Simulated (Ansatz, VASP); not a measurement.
This is a calculation of I for Ansatz 0.2.0.

File input.yaml:

```yaml
crystal:
  lattice:
    - [0.0, 2.3656004428, 3.9098401324]
    - [2.1922454667, 0.0, 3.9098401324]
    - [2.1922454667, 2.3656004428, 0.0]
  atoms:
    - { symbol: I, position: [0.0, 0.0, 0.0] }
hamiltonian:
  xc: pbe
  pseudopotentials: { kind: paw }
kpoints:
  mp_grid: { grid: [9, 9, 9] }
scf:
  occupations: { method: fermi_dirac, width: 0.05 }
output:
  forces: true
  stress: true
relax:
  f_tol: 0.01
  max_steps: 40
  cell: { stress_tol: 0.05 }
```

Potentials or basis: Ansatz PAW.

Run with:

```sh
$ ansatz run input.yaml --threads 2 --pin off --max-ram 5632MiB --backend cpu --events-out ev --progress --plain --runs-dir out
```

**Question.** Set up the same calculation for VASP 6.6.1. Potentials there: VASP PAW PBE potentials, release 64 (I).

**Answer.** As run (the cutoff follows the program's own potentials):

INCAR

```
SYSTEM = I
PREC = Accurate ; ENCUT = 600
EDIFF = 1E-6 ; ISMEAR = -1
SIGMA = 0.05 ; LREAL = .FALSE.
LASPH = .TRUE. ; NELM = 100
ALGO = Normal ; ISIF = 3
LWAVE = .FALSE. ; LCHARG = .FALSE.
GGA = PE ; IBRION = 2
NSW = 60 ; EDIFFG = -0.01
```

KPOINTS

```
regular mesh
0
G
  9 9 9
  0 0 0
```

The input POSCAR:

```
I
1.0
    0.0000000000      2.3656004428      3.9098401324
    2.1922454667      0.0000000000      3.9098401324
    2.1922454667      2.3656004428      0.0000000000
I
1
Direct
    0.0000000000      0.0000000000      0.0000000000
```

Potentials or basis: VASP PAW PBE potentials, release 64 (I).

Command:

```console
$ cat potpaw_PBE.64/I/POTCAR > POTCAR
$ mpirun -np 1 vasp_std > vasp.out
```

Both were run:

|  | VASP | Ansatz | Ansatz less VASP |
| --- | --- | --- | --- |
| relaxed volume (Å³/atom) | 47.59 | 48.04 | +0.454 |
| relaxed cell length with the largest relative difference (Å) | 5.074 | 5.123 | +0.0491 |

VASP's potentials hold 7 valence electrons a cell and Ansatz's 17, so a difference there can come from the potentials and not from the codes.

Neither program's run includes spin-orbit coupling. Noted on VASP's run: the volume moved by over 15 % at a fixed basis, so the end points are rough. Noted on Ansatz's run: the volume moved by over 15 % at a fixed basis, so the end points are rough; the plane-wave basis is chosen anew once the cell has moved, so the energies of steps on either side of that aren't comparable.
